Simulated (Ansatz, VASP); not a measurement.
# Two plane-wave programs on GaN

Contents of POSCAR:

```
GaN
1.0
    0.0000000000      2.2535006075      2.2535006075
    2.2535006075      0.0000000000      2.2535006075
    2.2535006075      2.2535006075      0.0000000000
Ga N
1 1
Direct
    0.0000000000      0.0000000000      0.0000000000
    0.7500000000      0.7500000000      0.7853004178
```

The input INCAR.step1:

```
  ALGO = Normal
  EDIFF = 1E-4
  ENCUT = 520
  GGA = PE
  ISMEAR = 0
  LASPH = True
  LCHARG = False
  LREAL = False
  LWAVE = True
  NBANDS = 16
  NELM = 100
  PREC = Accurate
  SIGMA = 0.05
```

File INCAR.step2:

```
  ALGO = Normal
  EDIFF = 1E-6
  ENCUT = 520
  ISIF = 2
  ISMEAR = 0
  ISTART = 1
  LASPH = True
  LCHARG = True
  LELF = True
  LMIXTAU = True
  LREAL = False
  LVHAR = True
  LWAVE = False
  METAGGA = R2SCAN
  NBANDS = 16
  NELM = 100
  PREC = Accurate
  SIGMA = 0.05
```

File KPOINTS:

```
k-points
0
Gamma
  10 10 10
```

Input for Ansatz:

```yaml
crystal:
  lattice:
    - [0.0, 2.2535006075, 2.2535006075]
    - [2.2535006075, 0.0, 2.2535006075]
    - [2.2535006075, 2.2535006075, 0.0]
  atoms:
    - { symbol: Ga, position: [0.0, 0.0, 0.0] }
    - { symbol: "N", position: [0.75, 0.75, 0.7853004178] }
basis:
  ecutwfc: 500
kpoints:
  mp_grid: { grid: [10, 10, 10] }
hamiltonian:
  xc: r2scan
scf:
  occupations: { method: gaussian, width: 0.05 }
output:
  forces: true
  stress: true
  eigenvalues: true
```

Change from the starting cell: all N atoms moved +0.113 Å, as atom 2 along Cartesian [1 1 0].

Alike in both runs: task single point; functional r2SCAN; k mesh 10 × 10 × 10; occupations gaussian, width 0.05 eV; no spin polarisation.

```csv
,VASP,Ansatz
version,VASP 6.6.1,Ansatz 0.2.0
potentials or method,"VASP PAW PBE potentials, release 64 (Ga_d, N), cutoff 520 eV","scalar-relativistic, plane waves, PAW"
valence electrons in the cell,18,18
```

Ansatz gave:

```
gap on the k mesh at the Fermi level (eV)                     : 1.94
least direct gap on the mesh (eV)                             : 1.94
pressure (GPa)                                                : 0.1
traceless stress, the component that is largest in VASP (GPa) : 4.65
rms of the force components (eV/Å)                            : 0.857
```

Q: What did VASP give for the same quantities?

A: gap on the k mesh at the Fermi level (eV): 1.94; least direct gap on the mesh (eV): 1.94; pressure (GPa): 1.3; traceless stress, the component that is largest in VASP (GPa): 4.90; rms of the force components (eV/Å): 0.875.

VASP's potentials were made for PBE, not for r2SCAN. Atom by atom the forces differ by 0.018 eV/Å (rms over components).
